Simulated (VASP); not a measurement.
# Re in VASP: further runs, part 2 of 2

VASP 6.6.1. The steps go on from the part before.

## (4) Single point, r2SCAN

The input, POSCAR:

```
Re
1.0
    2.7608000000      0.0000000000      0.0000000000
   -1.3804000000      2.3909229300      0.0000000000
    0.0000000000      0.0000000000      4.4582000000
Re
2
Direct
    0.3333333333      0.6666666667      0.2724305774
    0.6666666667      0.3333333333      0.7500000000
```

The input, INCAR.step1:

```
SYSTEM = Re
ALGO     = Normal         ! electronic algorithm
EDIFF    = 1E-5           ! SCF threshold, eV
ENCUT    = 660            ! plane-wave cutoff, eV
GGA      = PE             ! functional
GGA_COMPAT= .FALSE.      
ISMEAR   = 0              ! smearing method
LASPH    = .TRUE.         ! aspherical terms in the spheres
LCHARG   = .FALSE.        ! write CHGCAR
LREAL    = .FALSE.        ! projectors in reciprocal space
LWAVE    = .TRUE.         ! write WAVECAR
NBANDS   = 14             ! bands
NELM     = 120            ! most SCF steps
PREC     = Accurate       ! precision mode
SIGMA    = 0.01           ! smearing width, eV
```

The input, INCAR.step2:

```
SYSTEM = Re
ALGO     = Normal         ! electronic algorithm
EDIFF    = 1E-6           ! SCF threshold, eV
ENCUT    = 660            ! plane-wave cutoff, eV
GGA_COMPAT= .FALSE.      
ISIF     = 2              ! what is computed and relaxed
ISMEAR   = 0              ! smearing method
ISTART   = 1            
LASPH    = .TRUE.         ! aspherical terms in the spheres
LCHARG   = .TRUE.         ! write CHGCAR
LELF     = .TRUE.         ! ELF
LMIXTAU  = .TRUE.       
LREAL    = .FALSE.        ! projectors in reciprocal space
LVHAR    = .TRUE.       
LWAVE    = .FALSE.        ! write WAVECAR
METAGGA  = R2SCAN         ! meta-GGA
NBANDS   = 14             ! bands
NELM     = 120            ! most SCF steps
PREC     = Accurate       ! precision mode
SIGMA    = 0.01           ! smearing width, eV
```

The input, KPOINTS:

```
Automatic mesh
0
Gamma
  7 7 4
  0 0 0.5
```

Potentials or basis: VASP PAW PBE potentials, release 64 (Re).

The run is started by

```bash
$ cat potpaw_PBE.64/Re/POTCAR > POTCAR
$ cp INCAR.step1 INCAR
$ mpirun -np 1 vasp_std > vasp.out
$ cp INCAR.step2 INCAR
$ mpirun -np 1 vasp_std > vasp.out
```

OUTCAR:

```text
SYSTEM = Re
   EDIFF = 1E-6
   ENCUT = 660
   ISIF = 2
   ISMEAR = 0
   ISTART = 1
   LASPH = .TRUE.
   LREAL = .FALSE.
   METAGGA = R2SCAN
   NELM = 120
   PREC = Accurate

 ion  position               nearest neighbor table
   1  0.333  0.667  0.272-   2 2.66   2 2.66   2 2.66   2 2.82   2 2.82   2 2.82
   2  0.667  0.333  0.750-   1 2.66   1 2.66   1 2.66   1 2.82   1 2.82   1 2.82

  LATTYP: Found a hexagonal cell.
 ALAT       =     2.7608000000
 C/A-ratio  =     1.6148217908

  Lattice vectors:

 A1 = (   2.7608000000,   0.0000000000,   0.0000000000)
 A2 = (  -1.3804000000,   2.3909229300,   0.0000000000)
 A3 = (   0.0000000000,   0.0000000000,   4.4582000000)

Analysis of symmetry for initial positions (statically):
=====================================================================
 Subroutine PRICEL returns:
 Original cell was already a primitive cell.

 Routine SETGRP: Setting up the symmetry group for a
 hexagonal supercell.

 Subroutine GETGRP returns: Found 12 space group operations
 (whereof  6 operations were pure point group operations)
 out of a pool of 24 trial point group operations.

The static configuration has the point symmetry C_3v.
 The point group associated with its full space group is D_3d.

Analysis of symmetry for dynamics (positions and initial velocities):
=====================================================================
 Subroutine PRICEL returns:
 Original cell was already a primitive cell.

 Routine SETGRP: Setting up the symmetry group for a
 hexagonal supercell.

 Subroutine GETGRP returns: Found 12 space group operations
 (whereof  6 operations were pure point group operations)
 out of a pool of 24 trial point group operations.

The dynamic configuration has the point symmetry C_3v.
 The point group associated with its full space group is D_3d.

 Subroutine INISYM returns: Found 12 space group operations
 (whereof  6 operations are pure point group operations),
 and found     1 'primitive' translations

----------------------------------------------------------------------------------------

                                     Primitive cell

  volume of cell :      29.4280

  direct lattice vectors                    reciprocal lattice vectors
     2.760800000  0.000000000  0.000000000     0.362213851  0.209124265  0.000000000
    -1.380400000  2.390922930  0.000000000     0.000000000  0.418248530  0.000000000
     0.000000000  0.000000000  4.458200000     0.000000000  0.000000000  0.224305774

  length of vectors
     2.760800000  2.760799996  4.458200000     0.418248529  0.418248530  0.224305774

  position of ions in fractional coordinates (direct lattice)
     0.333333333  0.666666667  0.272430577
     0.666666667  0.333333333  0.750000000

  ion indices of the primitive-cell ions
   primitive index   ion index
                 1           1
                 2           2

----------------------------------------------------------------------------------------

 KPOINTS: Automatic mesh

Automatic generation of k-mesh.
 Grid dimensions read from file:
 generate k-points for:    7    7    4

 Generating k-lattice:

  Cartesian coordinates                     Fractional coordinates (reciprocal lattice)
     0.051744836  0.029874895  0.000000000     0.142857143  0.000000000  0.000000000
     0.000000000  0.059749790  0.000000000     0.000000000  0.142857143  0.000000000
     0.000000000  0.000000000  0.056076443     0.000000000  0.000000000  0.250000000

  Length of vectors
     0.059749790  0.059749790  0.056076443

  Shift w.r.t. Gamma in fractional coordinates (k-lattice)
     0.000000000  0.000000000  0.500000000

 Subroutine IBZKPT returns following result:
 ===========================================

 Found     24 irreducible k-points:

 Following reciprocal coordinates:
            Coordinates               Weight
  0.000000  0.000000  0.125000      2.000000
  0.142857  0.000000  0.125000      6.000000
  0.000000  0.142857  0.125000      6.000000
  0.285714  0.000000  0.125000      6.000000
  0.000000  0.285714  0.125000      6.000000
  0.428571  0.000000  0.125000      6.000000
[... 16 lines left out ...]
  0.428571  0.142857  0.375000     12.000000
  0.285714  0.285714  0.375000     12.000000
   k-points           NKPTS =     24   k-points in BZ     NKDIM =     24   number of bands    NBANDS=     14
   number of dos      NEDOS =    301   number of ions     NIONS =      2
   total plane-waves  NPLWV =  23040
   dimension x,y,z NGX =    24 NGY =   24 NGZ =   40
   dimension x,y,z NGXF=    48 NGYF=   48 NGZF=   80
   ions per type =               2
   NGX,Y,Z   is equivalent  to a cutoff of  14.45, 14.45, 14.92 a.u.
   NGXF,Y,Z  is equivalent  to a cutoff of  28.90, 28.90, 29.83 a.u.
 SYSTEM =  Re
   PREC   = accura    normal or accurate (medium, high low for compatibility)
   ISTART =      1    job   : 0-new  1-cont  2-samecut
   ICHARG =      0    charge: 1-file 2-atom 10-const
   ISPIN  =      1    spin polarized calculation?
   LNONCOLLINEAR =      F non collinear calculations
   LSORBIT =      F    spin-orbit coupling
   LASPH  =      T    aspherical Exc in radial PAW
   ENCUT  =  660.0 eV  48.51 Ry    6.96 a.u.   5.78  5.78  9.34*2*pi/ulx,y,z
   NELM   =    120;   NELMIN=  2; NELMDL=  0     # of ELM steps
   EDIFF  = 0.1E-05   stopping-criterion for ELM
   LREAL  =      F    real-space projection
[... 7 lines left out ...]
   TEBEG  =    0.0;   TEEND  =   0.0 temperature during run
   PSTRESS=    0.0 pullay stress
   NELECT =      14.0000    total number of electrons
   NUPDOWN=      -1.0000    fix difference up-down
   EMIN   =  10.00;   EMAX   =-10.00  energy-range for DOS
   EFERMI =   0.00;   METHOD = LEGACY
   ISMEAR =     0;   SIGMA  =   0.01  broadening in eV -4-tet -1-fermi 0-gaus
   EFERMI_NEDOS =   21; number of points for ismear=-14 and -15
   IALGO  =     38    algorithm
   IMIX   =      4    mixing-type and parameters
     AMIX     =   0.40;   BMIX     =  1.00
     AMIX_MAG =   1.60;   BMIX_MAG =  1.00
  volume/ion in A,a.u.               =      14.71        99.29
  Fermi-wavevector in a.u.,A,eV,Ry     =   1.278000  2.415070 22.222174  1.633284
  Thomas-Fermi vector in A             =   2.410568
   LORBIT       =      0    0 simple, 1 ext, 2 COOP (PROOUT), +10 PAW based schemes
   METAGGA = R2SCAN    functional components
   LHFCALC =     F    Hartree Fock is set to
   AEXX    =    0.0000 exact exchange contribution
   IVDW    =     0    specifies the selected vdW correction
   LEPSILON=     F    determine dielectric tensor
   LRPA    =     F    only Hartree local field effects (RPA)
 non-spin polarized calculation
 Gauss-broadening in eV      SIGMA  =   0.01
  energy-cutoff  :      660.00
  volume of cell :       29.43
 maximum number of plane-waves:      1142
 NGX is ok and might be reduce to    24
   NGX = 11   NGY = 11   NGZ = 19

 number of electron      14.0000000 magnetization

 Free energy of the ion-electron system (eV)
  ---------------------------------------------------
  ext. energy  EPLUGINS =         0.00000000
  ---------------------------------------------------
  free energy    TOTEN  =      -104.93736279 eV

  energy without entropy =     -104.93720538  energy(sigma->0) =     -104.93728408

 E-fermi :   7.4335     XC(G=0): -14.9811

 val. band max:        7.4305025730   @ k =   0.0000   0.1429   0.1250
 cond. band min:       7.8293273814   @ k =   0.0000   0.0000   0.1250
 fundamental gap:      0.3988248084
 Fermi energy:         7.4335482749

 k-point     1 :       0.0000    0.0000    0.1250
  band No.  band energies     occupation
      1      -2.4584      2.00000
      2       0.7368      2.00000
      3       5.8943      2.00000
      4       5.9248      2.00000
      5       5.9248      2.00000
      6       6.6976      2.00000
      7       6.6976      2.00000
      8       7.8293      0.00000
      9       8.2499      0.00000
     10       8.2499      0.00000
     11      11.2624      0.00000
     12      11.2624      0.00000
     13      18.7836      0.00000
     14      22.1457      0.00000
[... 375 lines left out ...]
 k-point    24 :       0.2857    0.2857    0.3750
  band No.  band energies     occupation
      1       2.5151      2.00000
      2       2.6348      2.00000
      3       3.7644      2.00000
      4       4.2889      2.00000
      5       5.0639      2.00000
      6       5.6795      2.00000
      7       7.1841      2.00000
      8       8.5793      0.00000
      9      10.9554      0.00000
     10      11.8777      0.00000
     11      15.4258      0.00000
     12      16.5200      0.00000
     13      18.6624      0.00000
     14      19.7039      0.00000

------------------------ aborting loop because EDIFF is reached ----------------------------------------

  FORCE on cell =-STRESS in cart. coord.  units (eV):
  Direction    XX          YY          ZZ          XY          YZ          ZX
  --------------------------------------------------------------------------------------
  -------------------------------------------------------------------------------------
  Total        0.0614641      0.0614641      0.6372094      0.0000000      0.0000000      0.0000000
  in kB        3.3463539      3.3463539     34.6922683      0.0000000      0.0000000      0.0000000
  external PRESSURE =      13.7949920 kB  Pullay stress =       0.0000000 kB

 VOLUME and BASIS-vectors are now :
 -----------------------------------------------------------------------------
  energy-cutoff  :      660.00
  volume of cell :       29.43
      direct lattice vectors                 reciprocal lattice vectors
     2.760800000  0.000000000  0.000000000     0.362213851  0.209124265  0.000000000
    -1.380400000  2.390922930  0.000000000     0.000000000  0.418248530  0.000000000
     0.000000000  0.000000000  4.458200000     0.000000000  0.000000000  0.224305774

 POSITION                                       TOTAL-FORCE (eV/Angst)
 -----------------------------------------------------------------------------------
     -0.00000      1.59395      1.21455        -0.000000      0.000000     -0.433691
      1.38040      0.79697      3.34365         0.000000      0.000000      0.433691
 -----------------------------------------------------------------------------------
    total drift:                               -0.000000      0.000000      0.000000

  FREE ENERGIE OF THE ION-ELECTRON SYSTEM (eV)
  ---------------------------------------------------
  free  energy   TOTEN  =      -104.9373627858 eV

  energy  without entropy=     -104.9372053753  energy(sigma->0) =     -104.93728408
```

Wall time 71 s (1 thread of Intel Xeon 8259CL, shared host); peak memory 0.17 GiB.

Results:

```yaml
Free_energy: -104.9374 eV
Pressure: 1.4 GPa
Largest_force: 0.434 eV/Å
Band_gap_on_the_k_mesh: zero (bands 7 and 8 overlap by 2.67 eV)
```

Forces in eV/Å, atoms in the order of the input:
```
Re   0.000  0.000 -0.434
Re   0.000  0.000  0.434
```

Caveat: the k points lie up to 0.38 Å⁻¹ apart, too coarse for converged energies and pressures of a metal; the PAW data sets were made with another functional, which shifts forces and pressure a little; spin-orbit coupling is left out, which moves the levels of the heavy elements.

## (5) The runs side by side

| cell | gap on the mesh (eV) | pressure (GPa) | largest force (eV/Å) |
| --- | --- | --- | --- |
| as given, atomic positions A | none | -0.3 | - |
| as given, atomic positions B | none | 1.4 | 0.43 |
| as given, atomic positions C | none | 1.4 | 0.43 |

Alike in all rows: task single point; level r2SCAN; potentials or basis VASP PAW PBE potentials, release 64 (Re); no spin polarisation; k mesh 7 × 7 × 4, shifted; cutoff (eV) 660; smearing gaussian 0.01 eV.

Caveats: all runs use coarse meshes; the PAW data sets were made with another functional, which shifts forces and pressure a little; spin-orbit coupling is left out, which moves the levels of the heavy elements.

Absolute energies hang on the potentials; compare differences alone.
